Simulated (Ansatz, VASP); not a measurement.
One calculation of La, two programs

```xyz
1
Lattice="-2.1238 2.1238 2.1238 2.1238 -2.1238 2.1238 2.1238 2.1238 -2.1238" Properties=species:S:1:pos:R:3 pbc="T T T"
La    0.0000    0.0000    0.0000
```

Alike in both runs: task single point; functional PBEsol; k mesh 9 × 9 × 9; occupations fermi-dirac, width 0.05 eV; no spin polarisation.

|  | VASP | Ansatz |
| --- | --- | --- |
| version | VASP 6.6.1 | Ansatz 0.2.0 |
| potentials or method | VASP PAW PBE potentials, release 64 (La) | Ansatz PAW |
| plane-wave cutoff (eV) | 520 | 420 |
| valence electrons in the cell | 11 | 11 |

```tsv
	VASP	Ansatz	Ansatz less VASP
gap on the k mesh at the Fermi level (eV)	none	none	-
pressure (GPa)	-2.6	-2.6	-0.01
```

VASP's potentials were made for PBE, not for PBEsol. A gap of «none» marks a metal or a gap that the smearing closes. With one functional, cell and mesh, what is left measures potentials, basis and numerics.

Spin-orbit coupling is off throughout.
